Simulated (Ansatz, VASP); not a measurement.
**Two plane-wave programs on MgCd3Te4**

```xyz
8
Lattice="6.5911 0.0000 0.0000 0.0000 6.5911 0.0000 0.0000 0.0000 6.5911" Properties=species:S:1:pos:R:3 pbc="T T T"
Mg    0.0000    0.0000    0.0000
Te    1.6294    1.6294    1.6294
Te    4.9618    4.9618    1.6294
Te    4.9618    1.6294    4.9618
Te    1.6294    4.9618    4.9618
Cd    3.2956    3.2956    0.0000
Cd    3.2956    0.0000    3.2956
Cd    0.0000    3.2956    3.2956
```

Alike in both runs: task single point; functional PBE; k mesh 4 × 4 × 4; no spin polarisation.

|  | VASP | Ansatz |
| --- | --- | --- |
| version | VASP 6.6.1 | Ansatz 0.2.0 |
| potentials or method | VASP PAW PBE potentials, release 64 (Mg, Te, Cd) | plane waves, PAW |
| plane-wave cutoff (eV) | 520 | 420 |
| occupations | gaussian, width 0.01 eV | fixed |
| valence electrons in the cell | 62 | 134 |

|  | VASP | Ansatz | Ansatz less VASP |
| --- | --- | --- | --- |
| gap on the k mesh at the Fermi level (eV) | 1.00 | 1.00 | +0.004 |
| pressure (GPa) | 0.1 | 0.0 | -0.07 |
| rms of the force components (eV/Å) | 0.006 | 0.000 | -0.0055 |

VASP's potentials hold 62 valence electrons a cell and Ansatz's 134, so a difference there can come from the potentials and not from the codes.

Spin-orbit coupling is off throughout.
